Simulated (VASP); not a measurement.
Runs of VASP 6.6.1 on GaP. The structure is that of space group F-43m (No. 216), or close to it. The cells are those of the table. 

```csv
task,cell,cutoff (eV),gap on the mesh (eV),pressure (GPa)
single point,"a = 3.885 Å, angles 60.0, 60.0, 90.0°, 2 atoms",520,(b),-2.1
single point,"a = 3.802 Å, angles 60.0, 60.0, 90.0°, 2 atoms",520,1.83,4.0
relaxation of cell and atoms,"relaxed to 2 GPa from a = 3.854 Å, angles 60.0, 60.0, 90.0°, 2 atoms",600,(a),2.0
single point,"a = 3.737 Å, angles 60.0, 60.0, 90.0°, 2 atoms",520,1.71,9.9
```

Alike in all rows: level r2SCAN; potentials or basis VASP PAW PBE potentials, release 64 (Ga_d, P); no spin polarisation; k mesh 8 × 8 × 8; smearing gaussian 0.01 eV.

Question: Fill in the values left out.

Answer: (a) 1.87; (b) 1.94.

Caveats: the PAW data sets were made with another functional, which shifts forces and pressure a little; the cell is relaxed towards a set pressure, so the enthalpy falls and the energy may rise (some runs).

A k mesh can miss the band edges, and the runs leave out spin-orbit coupling on Ga.
